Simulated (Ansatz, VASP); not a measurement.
## Ge in VASP and in Ansatz

```xyz
2
Lattice="0.0000 2.8107 2.8107 2.8107 0.0000 2.8107 2.8107 2.8107 0.0000" Properties=species:S:1:pos:R:3 pbc="T T T"
Ge    2.7287    2.8107    2.8107
Ge    4.2981    4.2161    4.2161
```

Change from the starting cell: mode 4 frozen in at -0.082 Å and mode 5 at +0.000 Å (largest displacements).

Alike in both runs: task single point; functional LDA; k mesh 14 × 14 × 14; occupations gaussian, width 0.15 eV; no spin polarisation.

|  | VASP | Ansatz |
| --- | --- | --- |
| version | VASP 6.6.1 | Ansatz 0.2.0 |
| potentials or method | VASP PAW LDA potentials, release 64 (Ge_d), cutoff 520 eV | scalar-relativistic, plane waves, PAW |
| valence electrons in the cell | 28 | 28 |

|  | VASP | Ansatz | Ansatz less VASP |
| --- | --- | --- | --- |
| gap on the k mesh at the Fermi level (eV) | none | none | - |
| pressure (GPa) | 1.1 | 0.9 | -0.18 |
| traceless stress, the component that is largest in VASP (GPa) | -5.38 | -5.31 | +0.068 |
| rms of the force components (eV/Å) | 1.039 | 1.032 | -0.0074 |

Ansatz warns that its potentials were made for another functional, while VASP's fit it. LDA's correlation is that of Perdew and Zunger in VASP and of Perdew and Wang (1992) in Ansatz. Atom by atom the forces differ by 0.007 eV/Å (rms over components). A gap of «none» marks a metal or a gap that the smearing closes.
